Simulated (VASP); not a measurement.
Input of a VASP 6.6.1 run:

The input INCAR:

```
SYSTEM = Ti4Al
ALGO = Normal ; EDIFF = 1E-6
ENCUT = 400 ; GGA = PE
GGA_COMPAT = .FALSE. ; ISIF = 2
ISMEAR = -1 ; ISYM = -1
LASPH = .TRUE. ; LCHARG = .TRUE.
LELF = .TRUE. ; LREAL = Auto
LVHAR = .TRUE. ; LWAVE = .FALSE.
NBANDS = 118 ; NELM = 120
PREC = Accurate ; SIGMA = 0.05
```

File KPOINTS:

```
explicit points
1
Reciprocal
  0.25000000   0.25000000   0.25000000 1
```

File POSCAR:

```
Ti4Al
1.0
    7.4031320000      0.0101080000     -0.1346870000
    0.0101080000      7.0902150000     -0.0499130000
   -0.1346870000     -0.0499130000      7.0297780000
Ti Al
16 4
Direct
    0.8406614456      1.0081514634      0.3514522126
    0.5148922753      0.9148790699      0.5605520765
    0.3979307944      0.1915149690      0.8535569959
   -0.0184479308      0.3953070024      0.3719905895
    0.6285859217      0.2410426707      0.1789334620
    0.3071259497      0.4686217375      0.1195941308
    0.3613708525      0.4578673467      0.5525347300
    0.9687728001      0.7159868846      0.0743955436
    0.6841632884      0.2647883212      0.5818053259
    0.7375727577      0.9698211605      0.8778459498
    0.8697469973      0.7034118814      0.6177724262
    0.2816042811      0.1326564001      0.3630087201
    0.4043416855      0.8685980878      0.1201946783
    0.0805434224      0.0399650574      0.6606692171
    0.6032132296      0.5613100639      0.8778938182
    0.2430382402      0.7081415564      0.8120833348
    0.9737132977      0.4085453018      0.8504061216
    0.1842396950      0.7663606402      0.4154829712
    0.6630653488      0.6124657415      0.2936519880
    0.0504714096      0.1007875237      0.0531400068
```

Potentials or basis: VASP PAW PBE potentials, release 64 (Ti_sv, Al).

Launch:

```console
$ cat potpaw_PBE.64/Ti_sv/POTCAR potpaw_PBE.64/Al/POTCAR > POTCAR
$ mpirun -np 1 vasp_std > vasp.out
```

Task: Estimate the largest force.

Result: 1.158 eV/Å.

Task: Estimate the pressure.

Result: -6.2 GPa.

Stress tensor (GPa, compression positive):
```
-7.71 -2.17  0.84
-2.17 -4.93  1.88
 0.84  1.88 -6.08
```

Caveat: the atoms stand as in a frame of molecular dynamics.
